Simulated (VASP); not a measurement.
Input of a VASP 6.6.1 run:

INCAR

```
PREC = Accurate
ENCUT = 600
EDIFF = 1E-6
ISMEAR = 0
SIGMA = 0.01
LREAL = False
LASPH = True
NELM = 120
ALGO = Normal
ISIF = 2
LWAVE = False
LCHARG = False
GGA = PS
NBANDS = 11
GGA_COMPAT = False
```

The input KPOINTS:

```
Automatic mesh
0
Gamma
  6 6 6
```

File POSCAR:

```
SiC
1.0
   -0.0141069204      2.1861075531      2.2002144735
    2.1861075531     -0.0141069204      2.2002144735
    2.1720006327      2.1720006327      0.0000000000
Si C
1 1
Direct
   -0.0005984281     -0.0005984281      0.0005984281
    0.2505984281      0.2505984281      0.2494015719
```

Potentials or basis: VASP PAW PBE potentials, release 64 (Si, C).

Run with:

```bash
$ cat potpaw_PBE.64/Si/POTCAR potpaw_PBE.64/C/POTCAR > POTCAR
$ mpirun -np 1 vasp_std > vasp.out
```

Problem. What does it give for the pressure?

Solution. -3.4 GPa.

Problem. Predict the band gap on the k mesh.

Solution. 1.14 eV, indirect (least direct gap 4.29 eV).

Stress tensor (GPa, compression positive):
```
-2.82  3.09  0.00
 3.09 -2.82  0.00
 0.00  0.00 -4.49
```

Caveat: the PAW data sets were made with another functional, which shifts forces and pressure a little. Expect the measured gap to be larger: semilocal functionals such as PBEsol lack the derivative discontinuity.
